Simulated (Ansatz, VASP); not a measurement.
# One calculation of FeS2, two programs

The input INCAR:

```
SYSTEM = FeS2
PREC = Accurate
ENCUT = 690
EDIFF = 1E-6
ISMEAR = 0
SIGMA = 0.01
LREAL = .False.
LASPH = .True.
NELM = 120
ALGO = Normal
ISIF = 2
LWAVE = .False.
LCHARG = .True.
GGA = PE
LELF = .True.
LVHAR = .True.
NBANDS = 37
GGA_COMPAT = .False.
```

The input KPOINTS:

```
Automatic mesh
0
Gamma
  4 4 6
  0 0 0
```

File POSCAR:

```
FeS2
1.0
    4.4308093927      0.0000000000      0.0000000000
    0.0000000000      5.4005595620      0.0000000000
    0.0000000000      0.0000000000      3.3792367813
Fe S
2 4
Direct
    0.5000000000      0.5000000000      0.5000000000
    0.0000000000      0.0000000000      0.0000000000
    0.2990463069      0.8778422770      0.5000000000
    0.7009536931      0.1221577230      0.5000000000
    0.2009536931      0.3778422770      0.0000000000
    0.7990463069      0.6221577230      0.0000000000
```

Input for Ansatz:

```yaml
crystal:
  lattice:
    - [4.4308093927, 0.0, 0.0]
    - [0.0, 5.400559562, 0.0]
    - [0.0, 0.0, 3.3792367813]
  atoms:
    - { symbol: Fe, position: [0.5, 0.5, 0.5] }
    - { symbol: Fe, position: [0.0, 0.0, 0.0] }
    - { symbol: S, position: [0.2990463069, 0.877842277, 0.5] }
    - { symbol: S, position: [0.7009536931, 0.122157723, 0.5] }
    - { symbol: S, position: [0.2009536931, 0.377842277, 0.0] }
    - { symbol: S, position: [0.7990463069, 0.622157723, 0.0] }
kpoints:
  mp_grid: { grid: [4, 4, 6] }
hamiltonian:
  xc: pbe
scf:
  occupations: { method: fixed }
  n_extra_bands: 5
  mixing: { preconditioner: kerker }
output:
  forces: true
  stress: true
  eigenvalues: true
```

Alike in both runs: task single point; functional PBE; k mesh 4 × 4 × 6; no spin polarisation.

```csv
,VASP,Ansatz
version,VASP 6.6.1,Ansatz 0.2.0
potentials or method,"VASP PAW PBE potentials, release 64 (Fe_sv, S)",plane waves
plane-wave cutoff (eV),690,420
occupations,"gaussian, width 0.01 eV",fixed
valence electrons in the cell,56,56
```

VASP gave:

| Property | Result |
| --- | --- |
| gap on the k mesh at the Fermi level (eV) | 0.94 |
| pressure (GPa) | 0.1 |
| traceless stress, the component that is largest in VASP (GPa) | -0.28 |
| rms of the force components (eV/Å) | 0.143 |

Task: Which values does Ansatz return?

Result: gap on the k mesh at the Fermi level (eV): 0.94; pressure (GPa): 0.8; traceless stress, the component that is largest in VASP (GPa): -0.35; rms of the force components (eV/Å): 0.156.

Atom by atom the forces differ by 0.013 eV/Å (rms over components).
